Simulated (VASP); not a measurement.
Here is a VASP 6.6.1 calculation.

Contents of INCAR:

```
  PREC = Accurate
  ENCUT = 600
  EDIFF = 1E-6
  ISMEAR = 0
  SIGMA = 0.1
  LREAL = F
  LASPH = T
  NELM = 100
  ALGO = Normal
  ISIF = 3
  LWAVE = F
  LCHARG = F
  GGA = PE
  IBRION = 2
  NSW = 90
  EDIFFG = -0.04
```

Contents of KPOINTS:

```
regular mesh
0
Gamma
  4 4 4
```

The input POSCAR:

```
BaNb3
1.0
    4.3676220002      0.0000000000      0.0000000000
    0.0000000000      4.3676220002      0.0000000000
    0.0000000000      0.0000000000      4.3676220002
Ba Nb
1 3
Direct
    0.0000000000      0.0000000000      0.0000000000
    0.0000000000      0.5000000000      0.5000000000
    0.5000000000      0.0000000000      0.5000000000
    0.5000000000      0.5000000000      0.0000000000
```

Potentials or basis: VASP PAW PBE potentials, release 64 (Ba_sv, Nb_sv).

The run is started by

```console
$ cat potpaw_PBE.64/Ba_sv/POTCAR potpaw_PBE.64/Nb_sv/POTCAR > POTCAR
$ mpirun -np 1 vasp_std > vasp.out
```

Task: Predict the space group after relaxing (to 0.05 Å).

Result: Pm-3m (No. 221).

Task: Estimate the relaxed cell.

Result: a = 4.474 Å, b = 4.474 Å, c = 4.474 Å, α = 90.00°, β = 90.00°, γ = 90.00°.

Final structure:
```xyz
4
Lattice="4.4742 0.0000 0.0000 0.0000 4.4742 0.0000 0.0000 0.0000 4.4742" Properties=species:S:1:pos:R:3 pbc="T T T"
Ba    0.0000    0.0000    0.0000
Nb    0.0000    2.2371    2.2371
Nb    2.2371    0.0000    2.2371
Nb    2.2371    2.2371    0.0000
```
